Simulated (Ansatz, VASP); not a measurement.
## Two plane-wave programs on MnO2

```xyz
3
Lattice="2.8566 0.0000 0.0000 -1.4283 2.4739 0.0000 0.0000 0.0000 4.6014" Properties=species:S:1:pos:R:3 pbc="T T T"
Mn    0.0000    0.0000    2.3007
O     0.0000    1.6492    3.2499
O     1.4283    0.8246    1.3515
```

Alike in both runs: task relaxation of cell and atoms; functional RPBE; dispersion D3(BJ); k mesh 11 × 11 × 6; occupations fermi-dirac, width 0.05 eV; collinear spin.

|  | VASP | Ansatz |
| --- | --- | --- |
| version | VASP 6.6.1 | Ansatz 0.2.0 |
| potentials or method | VASP PAW PBE potentials, release 64 (Mn_pv, O) | Ansatz PAW |
| plane-wave cutoff (eV) | 600 | 420 |
| valence electrons in the cell | 25 | 27 |

|  | VASP | Ansatz | Ansatz less VASP |
| --- | --- | --- | --- |
| gap on the k mesh at the Fermi level, each at its own relaxed structure (eV) | 0.97 | 1.01 | +0.042 |
| net moment per atom (μB) | 1.00 | 1.00 | 0.000 |
| size of the moment on the site where the two differ most (μB) | 2.86 | 2.52 | -0.344 |
| relaxed volume (Å³/atom) | 10.71 | 10.84 | +0.127 |
| relaxed cell length with the largest relative difference (Å) | 4.561 | 4.625 | +0.0644 |

VASP's potentials were made for PBE, not for RPBE. Site moments also hang on the region over which each program counts them. VASP's potentials hold 25 valence electrons a cell and Ansatz's 27, so a difference there can come from the potentials and not from the codes.

Noted on Ansatz's run: odd divisions of the mesh miss points on the zone boundary, where band edges often lie, so the gap on the mesh can be too wide; the plane-wave basis is chosen anew once the cell has moved, so the energies of steps on either side of that aren't comparable.
